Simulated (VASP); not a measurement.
Set up this calculation in VASP 6.6.1, as the native input.

| Item | Value |
| --- | --- |
| Task | single point |
| Functional | PBEsol |
| Potentials or basis | VASP PAW PBE potentials, release 64 (In_d) |
| Cutoff | 500 eV |
| k mesh | 10 × 10 × 10 |
| Occupations | tetrahedron |
| Spin | no spin polarisation |
| Dipole correction | no |
| Further INCAR settings | ALGO = Normal; EDIFF = 1e-06; NBANDS = 12 |

The structure of In lies in POSCAR:

```
In
1.0
    3.2322240846      0.0000000000      0.0000000000
   -1.1630847599      3.1130866849      0.0000000000
   -1.0027090927     -1.6188063990      2.6520994493
In
1
Direct
   -0.0302180000     -0.0161990000     -0.0204750000
```

This cell differs from its parent crystal: the cell strained at random.

These files were run (other wordings do the same):

INCAR

```
SYSTEM = In
ALGO = Normal ; EDIFF = 1E-6
ENCUT = 500 ; GGA = PS
GGA_COMPAT = .FALSE. ; ISIF = 2
ISMEAR = -5 ; LASPH = .TRUE.
LCHARG = .TRUE. ; LELF = .TRUE.
LREAL = .FALSE. ; LVHAR = .TRUE.
LWAVE = .FALSE. ; NBANDS = 12
NELM = 120 ; PREC = Accurate
SIGMA = 0.05
```

KPOINTS

```
k-points
0
G
  10 10 10
  0 0 0
```

Potentials or basis: VASP PAW PBE potentials, release 64 (In_d).

Command:

```sh
$ cat potpaw_PBE.64/In_d/POTCAR > POTCAR
$ mpirun -np 1 vasp_std > vasp.out
```

It gave:

- Pressure: -1.0 GPa

Caveat: the cell differs from its parent crystal (the cell strained at random); the PAW data sets were made with another functional, which shifts forces and pressure a little; tetrahedron occupations give inexact forces and stress in metals.

Wall time 48 s on 1 thread of Intel(R) Xeon(R) Platinum 8488C (Sapphire Rapids) (shared host), peak memory 0.26 GiB.
